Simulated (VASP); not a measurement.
# SiC (SiC (110), 2 layers) in VASP: a series of runs

Runs on SiC (SiC (110), 2 layers). Level: PBE. Tasks: single point.

All numbers are computed with VASP 6.6.1; they aren't measurements. Logs are shortened: lines on timing, memory, paths and dates and some standing lists are left out, and cuts for length are marked.

## 1. The cell of the first run

The cell holds a slab with vacuum, 4 atoms: a = 3.097 Å, b = 4.380 Å, c = 17.549 Å, α = 90.00°, β = 90.00°, γ = 90.00°.

## 2. Single point, PBE

Contents of INCAR:

```
PREC = Accurate
ENCUT = 520
EDIFF = 1E-7
ISMEAR = -1
SIGMA = 0.02
LREAL = F
LASPH = T
NELM = 60
ALGO = Normal
ISIF = 2
LWAVE = F
LCHARG = F
LDIPOL = T
IDIPOL = 3
DIPOL = 0.5 0.5 0.500
GGA = PE
NBANDS = 16
```

Contents of KPOINTS:

```
Automatic mesh
0
Gamma
  8 6 1
```

Contents of POSCAR:

```
SiC
1.0
    3.0969261060      0.0000000000      0.0000000000
    0.0000000000      4.3797149007      0.0000000000
    0.0000000000      0.0000000000     17.5485000000
Si C
2 2
Direct
    0.0000000000      0.8750000000      0.4558804726
    0.5000000000      0.3750000000      0.5441195274
    0.5000000000      0.6250000000      0.4558804726
    0.0000000000      0.1250000000      0.5441195274
```

Potentials or basis: VASP PAW PBE potentials, release 64 (Si, C).

Run with:

```bash
$ cat potpaw_PBE.64/Si/POTCAR potpaw_PBE.64/C/POTCAR > POTCAR
$ mpirun -np 1 vasp_std > vasp.out
```

OUTCAR:

```text
PREC = Accurate
   ENCUT = 520
   EDIFF = 1E-7
   ISMEAR = -1
   LREAL = F
   LASPH = T
   NELM = 60
   ISIF = 2
   GGA = PE

 ion  position               nearest neighbor table
   1  0.000  0.875  0.456-   3 1.90   3 1.90   4 1.90   2 3.10   2 3.10   2 3.10   2 3.10
   2  0.500  0.375  0.544-   4 1.90   4 1.90   3 1.90   1 3.10   1 3.10   1 3.10   1 3.10
   3  0.500  0.625  0.456-   1 1.90   1 1.90   2 1.90
   4  0.000  0.125  0.544-   2 1.90   2 1.90   1 1.90

  LATTYP: Found a simple orthorhombic cell.
 ALAT       =     3.0969261060
 B/A-ratio  =     1.4142135623
 C/A-ratio  =     5.6664251582

  Lattice vectors:

 A1 = (   3.0969261060,   0.0000000000,   0.0000000000)
 A2 = (   0.0000000000,   4.3797149007,   0.0000000000)
 A3 = (   0.0000000000,   0.0000000000,  17.5485000000)

Analysis of symmetry for initial positions (statically):
=====================================================================
 Subroutine PRICEL returns:
 Original cell was already a primitive cell.

 Routine SETGRP: Setting up the symmetry group for a
 simple orthorhombic supercell.

 Subroutine GETGRP returns: Found  4 space group operations
 (whereof  2 operations were pure point group operations)
 out of a pool of  8 trial point group operations.

The static configuration has the point symmetry C_1h.
 The point group associated with its full space group is C_2v.

Analysis of symmetry for dynamics (positions and initial velocities):
=====================================================================
 Subroutine PRICEL returns:
 Original cell was already a primitive cell.

 Routine SETGRP: Setting up the symmetry group for a
 simple orthorhombic supercell.

 Subroutine GETGRP returns: Found  4 space group operations
 (whereof  2 operations were pure point group operations)
 out of a pool of  8 trial point group operations.

The dynamic configuration has the point symmetry C_1h.
 The point group associated with its full space group is C_2v.

 Subroutine INISYM returns: Found  4 space group operations
 (whereof  2 operations are pure point group operations),
 and found     1 'primitive' translations

----------------------------------------------------------------------------------------

                                     Primitive cell

  volume of cell :     238.0218

  direct lattice vectors                    reciprocal lattice vectors
     3.096926106  0.000000000  0.000000000     0.322900827  0.000000000  0.000000000
     0.000000000  4.379714901  0.000000000     0.000000000  0.228325364  0.000000000
     0.000000000  0.000000000 17.548500000     0.000000000  0.000000000  0.056984927

  length of vectors
     3.096926106  4.379714901 17.548500000     0.322900827  0.228325364  0.056984927

  position of ions in fractional coordinates (direct lattice)
     0.000000000  0.875000000  0.455880473
     0.500000000  0.375000000  0.544119527
     0.500000000  0.625000000  0.455880473
     0.000000000  0.125000000  0.544119527

  ion indices of the primitive-cell ions
   primitive index   ion index
                 1           1
                 2           2
                 3           3
                 4           4

----------------------------------------------------------------------------------------

 KPOINTS: Automatic mesh

Automatic generation of k-mesh.
 Grid dimensions read from file:
 generate k-points for:    8    6    1

 Generating k-lattice:

  Cartesian coordinates                     Fractional coordinates (reciprocal lattice)
     0.040362603  0.000000000  0.000000000     0.125000000  0.000000000  0.000000000
     0.000000000  0.038054227  0.000000000     0.000000000  0.166666667  0.000000000
     0.000000000  0.000000000  0.056984927     0.000000000  0.000000000  1.000000000

  Length of vectors
     0.040362603  0.038054227  0.056984927

  Shift w.r.t. Gamma in fractional coordinates (k-lattice)
     0.000000000  0.000000000  0.000000000

 Subroutine IBZKPT returns following result:
 ===========================================

 Found     20 irreducible k-points:

 Following reciprocal coordinates:
            Coordinates               Weight
  0.000000  0.000000  0.000000      1.000000
  0.125000  0.000000  0.000000      2.000000
  0.250000  0.000000  0.000000      2.000000
  0.375000  0.000000  0.000000      2.000000
  0.500000  0.000000  0.000000      1.000000
  0.000000  0.166667  0.000000      2.000000
[... 12 lines left out ...]
  0.375000  0.500000  0.000000      2.000000
  0.500000  0.500000  0.000000      1.000000
   k-points           NKPTS =     20   k-points in BZ     NKDIM =     20   number of bands    NBANDS=     16
   number of dos      NEDOS =    301   number of ions     NIONS =      4
   total plane-waves  NPLWV = 120960
   dimension x,y,z NGX =    24 NGY =   36 NGZ =  140
   dimension x,y,z NGXF=    48 NGYF=   72 NGZF=  280
   ions per type =               2   2
   NGX,Y,Z   is equivalent  to a cutoff of  12.88, 13.66, 13.26 a.u.
   NGXF,Y,Z  is equivalent  to a cutoff of  25.77, 27.33, 26.53 a.u.
 SYSTEM =  unknown system
   PREC   = accura    normal or accurate (medium, high low for compatibility)
   ISTART =      0    job   : 0-new  1-cont  2-samecut
   ICHARG =      2    charge: 1-file 2-atom 10-const
   ISPIN  =      1    spin polarized calculation?
   LNONCOLLINEAR =      F non collinear calculations
   LSORBIT =      F    spin-orbit coupling
   LASPH  =      T    aspherical Exc in radial PAW
   ENCUT  =  520.0 eV  38.22 Ry    6.18 a.u.   5.76  8.14 32.63*2*pi/ulx,y,z
   NELM   =     60;   NELMIN=  2; NELMDL= -5     # of ELM steps
   EDIFF  = 0.1E-06   stopping-criterion for ELM
   LREAL  =      F    real-space projection
   EDIFFG = 0.1E-05   stopping-criterion for IOM
   NSW    =      0    number of steps for IOM
   IBRION =     -1    ionic relax: 0-MD 1-quasi-New 2-CG
   NFREE  =      0    steps in history (QN), initial steepest desc. (CG)
   ISIF   =      2    stress and relaxation
   ISYM   =      2    0-nonsym 1-usesym 2-fastsym
   POTIM  = 0.5000    time-step for ionic-motion
   TEBEG  =    0.0;   TEEND  =   0.0 temperature during run
   PSTRESS=    0.0 pullay stress
   NELECT =      16.0000    total number of electrons
   NUPDOWN=      -1.0000    fix difference up-down
   EMIN   =  10.00;   EMAX   =-10.00  energy-range for DOS
   EFERMI =   0.00;   METHOD = LEGACY
   ISMEAR =    -1;   SIGMA  =   0.02  broadening in eV -4-tet -1-fermi 0-gaus
   EFERMI_NEDOS =   21; number of points for ismear=-14 and -15
   IALGO  =     38    algorithm
   IMIX   =      4    mixing-type and parameters
     AMIX     =   0.40;   BMIX     =  1.00
     AMIX_MAG =   1.60;   BMIX_MAG =  1.00
  volume/ion in A,a.u.               =      59.51       401.56
  Fermi-wavevector in a.u.,A,eV,Ry     =   0.665645  1.257886  6.028512  0.443083
  Thomas-Fermi vector in A             =   1.739703
   LORBIT       =      0    0 simple, 1 ext, 2 COOP (PROOUT), +10 PAW based schemes
   GGA     = PE    functional components
   LHFCALC =     F    Hartree Fock is set to
   AEXX    =    0.0000 exact exchange contribution
   IVDW    =     0    specifies the selected vdW correction
   LEPSILON=     F    determine dielectric tensor
   LRPA    =     F    only Hartree local field effects (RPA)
 non-spin polarized calculation
  energy-cutoff  :      520.00
  volume of cell :      238.02
 maximum number of plane-waves:      6476
 NGX is ok and might be reduce to    24
   NGX = 11   NGY = 17   NGZ = 65

 dipolmoment           0.000000      0.000000      0.000000 electrons x Angstroem

 number of electron      15.9999998 magnetization

 dipolmoment           0.000000      0.000000     -0.000000 electrons x Angstroem

 Free energy of the ion-electron system (eV)
  ---------------------------------------------------
  ext. energy  EPLUGINS =         0.00000000
  ---------------------------------------------------
  free energy    TOTEN  =       -24.89724435 eV

  energy without entropy =      -24.89724435  energy(sigma->0) =      -24.89724435

 E-fermi :  -2.3198     XC(G=0):  -3.0765

 val. band max:       -2.7117164471   @ k =   0.1250   0.5000   0.0000
 cond. band min:      -1.9569814471   @ k =   0.3750   0.0000   0.0000
 fundamental gap:      0.7547350000
 Fermi energy:        -2.3198445463

 k-point     1 :       0.0000    0.0000    0.0000
  band No.  band energies     occupation
      1     -16.1668      2.00000
      2     -13.0073      2.00000
      3      -9.1465      2.00000
      4      -6.1162      2.00000
      5      -5.5433      2.00000
      6      -4.6718      2.00000
[... 8 lines left out ...]
     15       3.6178      0.00000
     16       4.4693      0.00000

 k-point     2 :       0.1250    0.0000    0.0000
  band No.  band energies     occupation
      1     -15.9704      2.00000
      2     -12.8629      2.00000
      3      -9.0956      2.00000
      4      -5.9839      2.00000
      5      -5.6304      2.00000
      6      -5.2810      2.00000
[... 8 lines left out ...]
     15       3.5860      0.00000
     16       4.0001      0.00000

 k-point     3 :       0.2500    0.0000    0.0000
  band No.  band energies     occupation
      1     -15.3916      2.00000
      2     -12.5171      2.00000
      3      -9.2227      2.00000
      4      -6.7005      2.00000
      5      -5.8691      2.00000
      6      -5.5542      2.00000
[... 8 lines left out ...]
     15       4.0371      0.00000
     16       4.4166      0.00000
[... 286 lines left out ...]
 k-point    19 :       0.3750    0.5000    0.0000
  band No.  band energies     occupation
      1     -13.4310      2.00000
      2     -13.4310      2.00000
      3      -9.1424      2.00000
      4      -9.1424      2.00000
      5      -6.0547      2.00000
      6      -6.0547      2.00000
[... 8 lines left out ...]
     15       5.8178      0.00000
     16       5.8178      0.00000

 k-point    20 :       0.5000    0.5000    0.0000
  band No.  band energies     occupation
      1     -12.9627      2.00000
      2     -12.9627      2.00000
      3      -9.8632      2.00000
      4      -9.8632      2.00000
      5      -5.4490      2.00000
      6      -5.4490      2.00000
[... 8 lines left out ...]
     15       6.6152      0.00000
     16       6.6152      0.00000

------------------------ aborting loop because EDIFF is reached ----------------------------------------

 vacuum level on the upper side and lower side of the slab       (xc-potential included)        -0.047        -0.047

  FORCE on cell =-STRESS in cart. coord.  units (eV):
  Direction    XX          YY          ZZ          XY          YZ          ZX
  --------------------------------------------------------------------------------------
  -------------------------------------------------------------------------------------
  Total       -0.3668047     -4.5419263     -4.0868026      0.0000000      0.0000000      0.0000000
  in kB       -2.4690439    -30.5727130    -27.5091746      0.0000000      0.0000000      0.0000000
  external PRESSURE =     -20.1836438 kB  Pullay stress =       0.0000000 kB

 VOLUME and BASIS-vectors are now :
 -----------------------------------------------------------------------------
  energy-cutoff  :      520.00
  volume of cell :      238.02
      direct lattice vectors                 reciprocal lattice vectors
     3.096926106  0.000000000  0.000000000     0.322900827  0.000000000  0.000000000
     0.000000000  4.379714901  0.000000000     0.000000000  0.228325364  0.000000000
     0.000000000  0.000000000 17.548500000     0.000000000  0.000000000  0.056984927

 POSITION                                       TOTAL-FORCE (eV/Angst)
 -----------------------------------------------------------------------------------
      0.00000      3.83225      8.00002         0.000000     -1.523382      2.357937
      1.54846      1.64239      9.54848         0.000000     -1.523382     -2.357937
      1.54846      2.73732      8.00002         0.000000      1.523382      0.273306
      0.00000      0.54746      9.54848         0.000000      1.523382     -0.273306
 -----------------------------------------------------------------------------------
    total drift:                                0.000000     -0.000027      0.000000

  FREE ENERGIE OF THE ION-ELECTRON SYSTEM (eV)
  ---------------------------------------------------
  free  energy   TOTEN  =       -24.8972443476 eV

  energy  without entropy=      -24.8972443468  energy(sigma->0) =      -24.89724435

 vacuum level on the upper side and lower side of the slab         2.277         2.277
```

It took 2.4 min on 1 thread of AMD EPYC 7R43 (Zen 3), shared host; peak memory 0.34 GiB.

What came out:

```yaml
Free_energy: -24.8972 eV
Largest_force: 2.807 eV/Å
Band_gap_on_the_k_mesh: 0.75 eV, indirect (least direct gap 0.84 eV)
```

Forces in eV/Å, atoms in the order of the input:
```
Si   0.000 -1.523  2.358
Si   0.000 -1.523 -2.358
C    0.000  1.523  0.273
C    0.000  1.523 -0.273
```

(Part 1 of 3 ends here.)
